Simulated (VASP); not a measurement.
Set up this calculation in VASP 6.6.1, as the native input.

```
Task                   : single point
Functional             : PBE
Potentials or basis    : VASP PAW PBE potentials, release 64 (C)
Cutoff                 : 520 eV
k mesh                 : 25 × 25 × 25
Occupations            : fermi-dirac, width 0.1 eV
Spin                   : no spin polarisation
Dipole correction      : no
Further INCAR settings : ALGO = Normal; EDIFF = 1e-06; NBANDS = 8
```

The structure of C lies in POSCAR:

```
C
1.0
   -1.0282725828      1.0282725828      1.0282725828
    1.0282725828     -1.0282725828      1.0282725828
    1.0282725828      1.0282725828     -1.0282725828
C
1
Direct
    0.0000000000      0.0000000000      0.0000000000
```

This cell differs from its parent crystal: volume scaled by 0.65.

One way to write it, as run:

INCAR

```
SYSTEM = C
PREC = Accurate
ENCUT = 520
EDIFF = 1E-6
ISMEAR = -1
SIGMA = 0.1
LREAL = .False.
LASPH = .True.
NELM = 100
ALGO = Normal
ISIF = 2
LWAVE = .False.
LCHARG = .False.
GGA = PE
NBANDS = 8
```

KPOINTS

```
regular mesh
0
Gamma
  25 25 25
  0 0 0
```

Potentials or basis: VASP PAW PBE potentials, release 64 (C).

Launch:

```console
$ cat potpaw_PBE.64/C/POTCAR > POTCAR
$ mpirun -np 1 vasp_std > vasp.out
```

Results of the run:

The pressure is 190.4 GPa. The band gap on the k mesh is zero (band 2 reaches 29.42 eV, above the bottom of band 3 at 10.49 eV).

Wall time 4.8 s on 1 thread of Intel(R) Xeon(R) Platinum 8488C (Sapphire Rapids), with other jobs on the host, peak memory 0.11 GiB.
